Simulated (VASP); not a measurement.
Set up this calculation in VASP 6.6.1, as the native input.

```yaml
Task: single point
Functional: LDA
Potentials_or_basis: VASP PAW LDA potentials, release 64 (Bi_d)
Cutoff: 520 eV
k_mesh: 9 × 9 × 9
Occupations: gaussian, width 1 eV
Spin: no spin polarisation
Dipole_correction: no
Further_INCAR_settings: ALGO = Normal; EDIFF = 1e-06; NBANDS = 22
```

The structure of Bi lies in POSCAR:

```
Bi
1.0
    2.2451514826      1.2962388128      3.8388382945
   -2.2451514826      1.2962388128      3.8388382945
    0.0000000000     -2.5924776257      3.8388382945
Bi
2
Direct
    0.2371145469      0.2371145469      0.2371145469
    0.7628854531      0.7628854531      0.7628854531
```

The input as run:

INCAR

```
SYSTEM = Bi
PREC = Accurate ; ENCUT = 520
EDIFF = 1E-6 ; ISMEAR = 0
SIGMA = 1.0 ; LREAL = .FALSE.
LASPH = .TRUE. ; NELM = 60
ALGO = Normal ; ISIF = 2
LWAVE = .FALSE. ; LCHARG = .FALSE.
GGA = CA ; NBANDS = 22
```

KPOINTS

```
Automatic mesh
0
G
  9 9 9
  0 0 0
```

Potentials or basis: VASP PAW LDA potentials, release 64 (Bi_d).

Run with:

```sh
$ cat potpaw_LDA.64/Bi_d/POTCAR > POTCAR
$ mpirun -np 1 vasp_std > vasp.out
```

It gave:

The pressure is 0.6 GPa. The largest force is 0.334 eV/Å. The band gap on the k mesh is zero (band 15 reaches 6.64 eV, above the bottom of band 16 at 6.61 eV).

Caveat: spin-orbit coupling is left out, which moves the levels of the heavy elements.

Wall time 44 s on 1 thread of Intel(R) Xeon(R) 6975P-C (Granite Rapids), on a shared host, peak memory 0.23 GiB.
